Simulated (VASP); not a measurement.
# SiO2 (Fddd) in VASP: a series of runs, part 2 of 2

VASP 6.6.1.

### Step 3. Single point, PBEsol

This run uses another cell than the first one, of 13.81 Å³/atom.

The input, INCAR:

```
PREC = Accurate ; ENCUT = 520
EDIFF = 1E-6 ; ISMEAR = -1
SIGMA = 0.02 ; LREAL = False
LASPH = True ; NELM = 80
ALGO = Normal ; ISIF = 2
LWAVE = False ; LCHARG = False
GGA = PS ; NBANDS = 44
```

The input, KPOINTS:

```
regular mesh
0
Gamma
  6 6 6
```

The input, POSCAR:

```
SiO2
1.0
    0.0000000000      4.7394882731      7.3898685852
    2.3655589931      0.0000000000      7.3898685852
    2.3655589931      4.7394882731      0.0000000000
Si O
4 8
Direct
    0.5631026920      0.5631026920      0.9368973080
    0.3131026920      0.3131026920      0.6868973080
    0.6868973080      0.6868973080      0.3131026920
    0.9368973080      0.9368973080      0.5631026920
    0.6250000000      0.1250000000      0.6250000000
    0.6250000000      0.6250000000      0.1250000000
    0.6250000000      0.6250000000      0.6250000000
    0.1250000000      0.6250000000      0.6250000000
    0.1856561155      0.8143438845      0.1856561155
    0.8143438845      0.1856561155      0.8143438845
    0.4356561155      0.0643438845      0.4356561155
    0.0643438845      0.4356561155      0.0643438845
```

Potentials or basis: VASP PAW PBE potentials, release 64 (Si, O).

On the command line:

```bash
$ cat potpaw_PBE.64/Si/POTCAR potpaw_PBE.64/O/POTCAR > POTCAR
$ mpirun -np 1 vasp_std > vasp.out
```

OUTCAR:

```text
PREC = Accurate
   ENCUT = 520
   EDIFF = 1E-6
   ISMEAR = -1
   LREAL = False
   LASPH = True
   NELM = 80
   ISIF = 2
   GGA = PS

 ion  position               nearest neighbor table
   1  0.563  0.563  0.937-   6 1.61   7 1.61   9 1.63  10 1.63   4 3.01   4 3.01
   2  0.313  0.313  0.687-   5 1.61   8 1.61  11 1.63  12 1.63   3 3.01   3 3.01
   3  0.687  0.687  0.313-   6 1.61   7 1.61  11 1.63  12 1.63   2 3.01   2 3.01
   4  0.937  0.937  0.563-   5 1.61   8 1.61   9 1.63  10 1.63   1 3.01   1 3.01
   5  0.625  0.125  0.625-   2 1.61   4 1.61
   6  0.625  0.625  0.125-   1 1.61   3 1.61
   7  0.625  0.625  0.625-   1 1.61   3 1.61
   8  0.125  0.625  0.625-   2 1.61   4 1.61
   9  0.186  0.814  0.186-   1 1.63   4 1.63
  10  0.814  0.186  0.814-   1 1.63   4 1.63
  11  0.436  0.064  0.436-   2 1.63   3 1.63
  12  0.064  0.436  0.064-   2 1.63   3 1.63

  LATTYP: Found a face centered orthorhombic cell.
 ALAT       =     4.7311179862
 B/A-ratio  =     2.0035383970
 C/A-ratio  =     3.1239417857

  Lattice vectors:

 A1 = (   0.0000000000,   4.7394882731,   7.3898685852)
 A2 = (   2.3655589931,   0.0000000000,   7.3898685852)
 A3 = (   2.3655589931,   4.7394882731,   0.0000000000)

Analysis of symmetry for initial positions (statically):
=====================================================================
 Subroutine PRICEL returns:
 Original cell was already a primitive cell.

 Routine SETGRP: Setting up the symmetry group for a
 face centered orthorhombic supercell.

 Subroutine GETGRP returns: Found  8 space group operations
 (whereof  4 operations were pure point group operations)
 out of a pool of  8 trial point group operations.

The static configuration has the point symmetry D_2 .
 The point group associated with its full space group is D_2h.

Analysis of symmetry for dynamics (positions and initial velocities):
=====================================================================
 Subroutine PRICEL returns:
 Original cell was already a primitive cell.

 Routine SETGRP: Setting up the symmetry group for a
[... 160 lines left out ...]
  volume of cell :      165.70
 maximum number of plane-waves:      4488
 NGX is ok and might be reduce to    70
   NGX = 33   NGY = 29   NGZ = 19

 number of electron      64.0000007 magnetization

 Free energy of the ion-electron system (eV)
  ---------------------------------------------------
  ext. energy  EPLUGINS =         0.00000000
  ---------------------------------------------------
  free energy    TOTEN  =       -98.56361984 eV

  energy without entropy =      -98.56361984  energy(sigma->0) =      -98.56361984

 E-fermi :   0.7688     XC(G=0):  -8.8480

 val. band max:        0.3126802562   @ k =   0.0000   0.0000   0.0000
 cond. band min:       5.9380212358   @ k =   0.0000   0.0000   0.0000
 fundamental gap:      5.6253409796
 Fermi energy:         0.7687885898

 k-point     1 :       0.0000    0.0000    0.0000
  band No.  band energies     occupation
      1     -18.9801      2.00000
      2     -18.0521      2.00000
      3     -18.0476      2.00000
      4     -16.9648      2.00000
      5     -16.9233      2.00000
      6     -16.8318      2.00000
[... 1117 lines left out ...]
     43      12.1278      0.00000
     44      12.4647      0.00000

 [... further k-points ...]

------------------------ aborting loop because EDIFF is reached ----------------------------------------

  FORCE on cell =-STRESS in cart. coord.  units (eV):
  Direction    XX          YY          ZZ          XY          YZ          ZX
  --------------------------------------------------------------------------------------
  -------------------------------------------------------------------------------------
  Total        0.6444387      0.4057805      0.5753058      0.0000000      0.0000000      0.0000000
  in kB        6.2310356      3.9234648      5.5625938      0.0000000      0.0000000      0.0000000
  external PRESSURE =       5.2390314 kB  Pullay stress =       0.0000000 kB

 VOLUME and BASIS-vectors are now :
 -----------------------------------------------------------------------------
  energy-cutoff  :      520.00
  volume of cell :      165.70
      direct lattice vectors                 reciprocal lattice vectors
     0.000000000  4.739488273  7.389868585    -0.211366532  0.105496621  0.067660202
     2.365558993  0.000000000  7.389868585     0.211366532 -0.105496621  0.067660202
     2.365558993  4.739488273  0.000000000     0.211366532  0.105496621 -0.067660202

 POSITION                                       TOTAL-FORCE (eV/Angst)
 -----------------------------------------------------------------------------------
      3.54834      7.10923      8.32251         0.000000      0.000000      0.031817
      2.36556      4.73949      4.62758        -0.000000      0.000000      0.031817
      2.36556      4.73949     10.15216        -0.000000      0.000000     -0.031817
      3.54834      7.10923     13.84710         0.000000      0.000000     -0.031817
      1.77417      5.92436      5.54240        -0.000000      0.000000      0.000000
      1.77417      3.55462      9.23734         0.000000      0.000000      0.000000
      2.95695      5.92436      9.23734         0.000000      0.000000     -0.000000
      2.95695      3.55462      5.54240        -0.000000      0.000000      0.000000
      2.36556      1.75983      7.38987        -0.000000     -0.026872      0.000000
      2.36556      7.71915      7.38987        -0.000000      0.026872      0.000000
      1.18278      4.12957      3.69493         0.000000     -0.026872      0.000000
      1.18278      0.60991      3.69493         0.000000      0.026872      0.000000
 -----------------------------------------------------------------------------------
    total drift:                               -0.000000     -0.000000      0.000000

  FREE ENERGIE OF THE ION-ELECTRON SYSTEM (eV)
  ---------------------------------------------------
  free  energy   TOTEN  =       -98.5636198368 eV

  energy  without entropy=      -98.5636198368  energy(sigma->0) =      -98.56361984
```

stdout:

```text
POSCAR found type information on POSCAR SiO
 POSCAR found :  2 types and      12 ions
 scaLAPACK will be used
 -----------------------------------------------------------------------------
|                                                                             |
|                                                                             |
|     You enforced a specific xc type in the INCAR file but a different       |
|     I HOPE YOU KNOW WHAT YOU ARE DOING!                                     |
|                                                                             |
 -----------------------------------------------------------------------------

 LDA part: xc-table for (Slater+PW92), standard interpolation
 POSCAR, INCAR and KPOINTS ok, starting setup
 FFT: planning ... GRIDC
 FFT: planning ... GRID_SOFT
 FFT: planning ... GRID
 WAVECAR not read
 entering main loop
```

Run time: 4.4 min. Hardware: 1 thread of Intel Xeon 6975P-C (Granite Rapids), shared host; peak memory 0.51 GiB.

What came out:

- Free energy: -98.5636 eV
- Pressure: 0.5 GPa
- Largest force: 0.032 eV/Å
- Band gap on the k mesh: 5.63 eV

Forces on the atoms (eV/Å):
```
Si   0.000  0.000  0.032
Si   0.000  0.000  0.032
Si   0.000  0.000 -0.032
Si   0.000  0.000 -0.032
O    0.000  0.000  0.000
O    0.000  0.000  0.000
O    0.000  0.000  0.000
O    0.000  0.000  0.000
O    0.000 -0.027  0.000
O    0.000  0.027  0.000
O    0.000 -0.027  0.000
O    0.000  0.027  0.000
```

Stress tensor (GPa, compression positive):
```
0.62 0.00 0.00
0.00 0.39 0.00
0.00 0.00 0.56
```

Caveat: the PAW data sets were made with another functional, which shifts forces and pressure a little. A k mesh can miss the band edges.

### Step 4. Single point, PBE

This run uses another cell than the first one, of 14.02 Å³/atom.

The input, INCAR:

```
SYSTEM = SiO2
PREC     = Accurate       ! precision mode
ENCUT    = 520            ! plane-wave cutoff, eV
EDIFF    = 1E-6           ! SCF threshold, eV
ISMEAR   = -1             ! smearing method
SIGMA    = 0.02           ! smearing width, eV
LREAL    = .FALSE.        ! projectors in reciprocal space
LASPH    = .TRUE.         ! aspherical terms in the spheres
NELM     = 100            ! most SCF steps
ALGO     = Normal         ! electronic algorithm
ISIF     = 2              ! what is computed and relaxed
LWAVE    = .FALSE.        ! write WAVECAR
LCHARG   = .FALSE.        ! write CHGCAR
GGA      = PE             ! functional
NBANDS   = 44             ! bands
```

The input, KPOINTS:

```
regular mesh
0
G
  6 6 6
  0 0 0
```

The input, POSCAR:

```
SiO2
1.0
    0.0000000000      4.7609625981      7.4276280247
    2.3793611201      0.0000000000      7.4276280247
    2.3793611201      4.7609625981      0.0000000000
Si O
4 8
Direct
    0.5631578551      0.5631578551      0.9368421449
    0.3131578551      0.3131578551      0.6868421449
    0.6868421449      0.6868421449      0.3131578551
    0.9368421449      0.9368421449      0.5631578551
    0.6250000000      0.1250000000      0.6250000000
    0.6250000000      0.6250000000      0.1250000000
    0.6250000000      0.6250000000      0.6250000000
    0.1250000000      0.6250000000      0.6250000000
    0.1862134230      0.8137865770      0.1862134230
    0.8137865770      0.1862134230      0.8137865770
    0.4362134230      0.0637865770      0.4362134230
    0.0637865770      0.4362134230      0.0637865770
```

On the command line:

```bash
$ cat potpaw_PBE.64/Si/POTCAR potpaw_PBE.64/O/POTCAR > POTCAR
$ mpirun -np 1 vasp_std > vasp.out
```

Run time: 9.3 min. Hardware: 1 thread of Intel Xeon Platinum 8488C (Sapphire Rapids), shared host; peak memory 0.54 GiB.

The run converged. Its results:

| Item | Value |
| --- | --- |
| Free energy | -94.7715 eV |
| Pressure | 0.1 GPa |
| Largest force | 0.034 eV/Å |
| Band gap on the k mesh | 5.60 eV |

Forces in eV/Å, atoms in the order of the input:
```
Si   0.000  0.000  0.034
Si   0.000  0.000  0.034
Si   0.000  0.000 -0.034
Si   0.000  0.000 -0.034
O    0.000  0.000  0.000
O    0.000  0.000  0.000
O    0.000  0.000  0.000
O    0.000  0.000  0.000
O    0.000  0.001  0.000
O    0.000 -0.001  0.000
O    0.000  0.001  0.000
O    0.000 -0.001  0.000
```

Stress tensor (GPa, compression positive):
```
 0.20  0.00  0.00
 0.00 -0.03  0.00
 0.00  0.00  0.13
```

Levels at points of the mesh, in eV from the valence-band top:
| k point | band 29 | band 30 | band 31 | band 32 | band 33 | band 34 | band 35 | band 36 |
| --- | --- | --- | --- | --- | --- | --- | --- | --- |
| (0.00, 0.00, 0.00) | -0.61 | -0.43 | -0.04 | 0.00 | 5.60 | 8.18 | 8.27 | 8.53 |
| (0.50, 0.00, 0.00) | -0.59 | -0.55 | -0.31 | -0.26 | 7.96 | 8.60 | 8.62 | 9.38 |
| (0.50, 0.50, 0.00) | -0.60 | -0.60 | -0.15 | -0.15 | 6.75 | 6.75 | 8.68 | 8.68 |
| (0.50, 0.00, 0.50) | -0.84 | -0.84 | -0.25 | -0.25 | 7.71 | 7.71 | 9.43 | 9.43 |
| (0.00, 0.50, 0.50) | -0.87 | -0.87 | -0.12 | -0.12 | 7.95 | 7.95 | 8.98 | 8.98 |

A k mesh can miss the band edges.

### Step 5. Summary

```csv
level,cell,gap on the mesh (eV),pressure (GPa),largest force (eV/Å)
PBE,"a = 8.746, b = 7.733, c = 5.273 Å, angles 82.2, 61.2, 36.7°, 12 atoms",5.79,5.1,0.35
PBEsol,"a = 8.779, b = 7.759, c = 5.297 Å, angles 82.2, 61.1, 36.7°, 12 atoms",5.63,0.5,0.03
PBE,"a = 8.822, b = 7.799, c = 5.322 Å, angles 82.2, 61.1, 36.7°, 12 atoms",5.60,0.1,0.03
```

Alike in all rows: task single point; potentials or basis VASP PAW PBE potentials, release 64 (Si, O); no spin polarisation; k mesh 6 × 6 × 6; cutoff (eV) 520; smearing fermi-dirac 0.02 eV.

Caveats: the cell stands under pressure (at least some runs); the PAW data sets were made with another functional, which shifts forces and pressure a little (at least some runs).

Total energies depend on the potentials used, so only differences within one code and one set of settings carry meaning.
